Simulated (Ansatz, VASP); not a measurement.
# BP: VASP beside Ansatz

Contents of INCAR:

```
ALGO     = Normal         # electronic algorithm
EDIFF    = 1E-6           # SCF threshold, eV
ENCUT    = 500            # plane-wave cutoff, eV
GGA      = PS             # functional
GGA_COMPAT= F            
ISIF     = 2              # what is computed and relaxed
ISMEAR   = 1              # smearing method
LASPH    = T              # aspherical terms in the spheres
LCHARG   = T              # write CHGCAR
LELF     = T              # ELF
LREAL    = F              # projectors in reciprocal space
LVHAR    = T            
LWAVE    = F              # write WAVECAR
NBANDS   = 11             # bands
NELM     = 120            # most SCF steps
PREC     = Accurate       # precision mode
SIGMA    = 0.001          # smearing width, eV
```

The input KPOINTS:

```
k-points
0
Gamma
  6 6 6
```

The input POSCAR:

```
BP
1.0
    0.0000000000      2.2683156724      2.2683156724
    2.2683156724      0.0000000000      2.2683156724
    2.2683156724      2.2683156724      0.0000000000
B P
1 1
Direct
    0.0000000000      0.0000000000      0.0000000000
    0.2500000000      0.2500000000      0.2500000000
```

Input for Ansatz:

```yaml
crystal:
  lattice:
    - [0.0, 2.2683156724, 2.2683156724]
    - [2.2683156724, 0.0, 2.2683156724]
    - [2.2683156724, 2.2683156724, 0.0]
  atoms:
    - { symbol: B, position: [0.0, 0.0, 0.0] }
    - { symbol: P, position: [0.25, 0.25, 0.25] }
kpoints:
  mp_grid: { grid: [6, 6, 6] }
hamiltonian:
  xc: pbesol
scf:
  occupations: { method: cold, width: 0.001 }
  n_extra_bands: 4
output:
  forces: true
  stress: true
  eigenvalues: true
```

Alike in both runs: task single point; functional PBEsol; k mesh 6 × 6 × 6; no spin polarisation.

```csv
,VASP,Ansatz
version,VASP 6.6.1,Ansatz 0.2.0
potentials or method,"VASP PAW PBE potentials, release 64 (B, P)",plane waves
plane-wave cutoff (eV),500,420
occupations,"methfessel-paxton of order 1, width 0.001 eV","cold, width 0.001 eV"
valence electrons in the cell,8,8
```

|  | VASP | Ansatz | Ansatz less VASP |
| --- | --- | --- | --- |
| gap on the k mesh at the Fermi level (eV) | 1.22 | 1.22 | +0.003 |
| pressure (GPa) | -1.6 | -1.7 | -0.11 |

VASP's potentials were made for PBE, not for PBEsol.
